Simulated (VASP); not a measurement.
# BN (F-43m) in VASP: a series of runs, part 2 of 2

VASP 6.6.1.

### Step 4. Single point, LDA

This run uses another cell than the first one, of 5.74 Å³/atom.

INCAR reads:

```
PREC     = Accurate       # precision mode
ENCUT    = 600            # plane-wave cutoff, eV
EDIFF    = 1E-6           # SCF threshold, eV
ISMEAR   = 0              # smearing method
SIGMA    = 0.01           # smearing width, eV
LREAL    = False          # projectors in reciprocal space
LASPH    = True           # aspherical terms in the spheres
NELM     = 120            # most SCF steps
ALGO     = Normal         # electronic algorithm
ISIF     = 2              # what is computed and relaxed
LWAVE    = False          # write WAVECAR
LCHARG   = False          # write CHGCAR
GGA      = CA             # functional
NBANDS   = 11             # bands
GGA_COMPAT= False
```

KPOINTS reads:

```
regular mesh
0
Gamma
  12 12 12
```

POSCAR reads:

```
BN
1.0
    0.0000000000      1.7907075000      1.7907075000
    1.7907075000      0.0000000000      1.7907075000
    1.7907075000      1.7907075000      0.0000000000
B N
1 1
Direct
    0.0000000000      0.0000000000      0.0000000000
    0.2500000000      0.2500000000      0.2500000000
```

Potentials or basis: VASP PAW LDA potentials, release 64 (B, N).

Run with:

```console
> cat potpaw_LDA.64/B/POTCAR potpaw_LDA.64/N/POTCAR > POTCAR
> mpirun -np 1 vasp_std > vasp.out
```

OUTCAR:

```text
PREC = Accurate
   ENCUT = 600
   EDIFF = 1E-6
   ISMEAR = 0
   LREAL = False
   LASPH = True
   NELM = 120
   ISIF = 2
   GGA = CA

 ion  position               nearest neighbor table
   1  0.000  0.000  0.000-   2 1.55   2 1.55   2 1.55   2 1.55
   2  0.250  0.250  0.250-   1 1.55   1 1.55   1 1.55   1 1.55

  LATTYP: Found a face centered cubic cell.
 ALAT       =     3.5814150000

  Lattice vectors:

 A1 = (   0.0000000000,   1.7907075000,   1.7907075000)
 A2 = (   1.7907075000,   0.0000000000,   1.7907075000)
 A3 = (   1.7907075000,   1.7907075000,   0.0000000000)

Analysis of symmetry for initial positions (statically):
=====================================================================
 Subroutine PRICEL returns:
 Original cell was already a primitive cell.

 Routine SETGRP: Setting up the symmetry group for a
 face centered cubic supercell.

 Subroutine GETGRP returns: Found 24 space group operations
 (whereof 24 operations were pure point group operations)
 out of a pool of 48 trial point group operations.

The static configuration has the point symmetry T_d .
[... 170 lines left out ...]
      1     -12.6473      2.00000
      2       7.7423      2.00000
      3       7.7423      2.00000
      4       7.7423      2.00000
      5      16.5581      0.00000
      6      16.5581      0.00000
      7      16.5581      0.00000
      8      18.6408      0.00000
      9      32.7647      0.00000
     10      35.8766      0.00000
     11      35.8766      0.00000
[... 309 lines left out ...]
 k-point    24 :      -0.4167    0.1667    0.0000
  band No.  band energies     occupation
      1      -7.8563      2.00000
      2      -2.5163      2.00000
      3       3.5328      2.00000
      4       5.0896      2.00000
      5      17.0680      0.00000
      6      20.0495      0.00000
      7      20.2764      0.00000
      8      23.6271      0.00000
      9      28.8304      0.00000
     10      33.2695      0.00000
     11      34.7009      0.00000

 [... further k-points ...]

------------------------ aborting loop because EDIFF is reached ----------------------------------------

  FORCE on cell =-STRESS in cart. coord.  units (eV):
  Direction    XX          YY          ZZ          XY          YZ          ZX
  --------------------------------------------------------------------------------------
  -------------------------------------------------------------------------------------
  Total        0.0335836      0.0335836      0.0335836      0.0000000     -0.0000000     -0.0000000
  in kB        4.6852618      4.6852618      4.6852618      0.0000000     -0.0000000     -0.0000000
  external PRESSURE =       4.6852618 kB  Pullay stress =       0.0000000 kB

 VOLUME and BASIS-vectors are now :
 -----------------------------------------------------------------------------
  energy-cutoff  :      600.00
  volume of cell :       11.48
      direct lattice vectors                 reciprocal lattice vectors
     0.000000000  1.790707500  1.790707500    -0.279219247  0.279219247  0.279219247
     1.790707500  0.000000000  1.790707500     0.279219247 -0.279219247  0.279219247
     1.790707500  1.790707500  0.000000000     0.279219247  0.279219247 -0.279219247

 POSITION                                       TOTAL-FORCE (eV/Angst)
 -----------------------------------------------------------------------------------
      0.00000      0.00000      0.00000        -0.000000      0.000000      0.000000
      0.89535      0.89535      0.89535         0.000000     -0.000000     -0.000000
 -----------------------------------------------------------------------------------
    total drift:                               -0.000000     -0.000000     -0.000000

  FREE ENERGIE OF THE ION-ELECTRON SYSTEM (eV)
  ---------------------------------------------------
  free  energy   TOTEN  =       -19.4163384336 eV

  energy  without entropy=      -19.4163384336  energy(sigma->0) =      -19.41633843
```

OSZICAR:

```text
N       E                     dE             d eps       ncg     rms          rms(c)
DAV:   1     0.120713982094E+02    0.12071E+02   -0.54239E+03  1616   0.810E+02
DAV:   2    -0.200577051929E+02   -0.32129E+02   -0.31150E+02  1912   0.166E+02
DAV:   3    -0.205984239194E+02   -0.54072E+00   -0.53965E+00  1860   0.179E+01
DAV:   4    -0.205989963774E+02   -0.57246E-03   -0.57245E-03  1734   0.736E-01
DAV:   5    -0.205989969017E+02   -0.52434E-06   -0.52434E-06  1809   0.212E-02    0.664E+00
DAV:   6    -0.195675152814E+02    0.10315E+01   -0.32221E+00  1587   0.103E+01    0.315E+00
DAV:   7    -0.194488992745E+02    0.11862E+00   -0.95712E-02  1818   0.255E+00    0.179E+00
DAV:   8    -0.194165035140E+02    0.32396E-01   -0.45828E-02  1761   0.146E+00    0.188E-01
DAV:   9    -0.194163542236E+02    0.14929E-03   -0.90836E-04  1737   0.267E-01    0.832E-02
DAV:  10    -0.194163379637E+02    0.16260E-04   -0.45176E-05  1767   0.623E-02    0.145E-02
DAV:  11    -0.194163384336E+02   -0.46991E-06   -0.11618E-06  1136   0.784E-03
   1 F= -.19416338E+02 E0= -.19416338E+02  d E =-.866011E-53
```

Run time: 6.3 s. Hardware: 1 thread of Intel Xeon Platinum 8259CL at 2.50GHz (Skylake/Cascade Lake), shared host; peak memory 0.12 GiB.

Results:

```yaml
Free_energy: -19.4163 eV
Pressure: 0.5 GPa
Band_gap_on_the_k_mesh: 4.38 eV (least direct gap 8.82 eV)
```

A k mesh can miss the band edges.

### Step 5. The runs side by side

```csv
cell,gap on the mesh (eV),pressure (GPa)
"a = 2.444 Å, angles 60.0°, 2 atoms",4.49,53.0
"a = 2.545 Å, angles 60.0°, 2 atoms",4.36,-5.4
"a = 2.532 Å, angles 60.0°, 2 atoms",4.38,0.5
```

Alike in all rows: task single point; level LDA; potentials or basis VASP PAW LDA potentials, release 64 (B, N); no spin polarisation; k mesh 12 × 12 × 12; cutoff (eV) 600; smearing gaussian 0.01 eV.

Caveats: the cell stands under pressure (at least some runs); the cell stands under tension (at least some runs).

Total energies depend on the potentials used, so only differences within one code and one set of settings carry meaning.
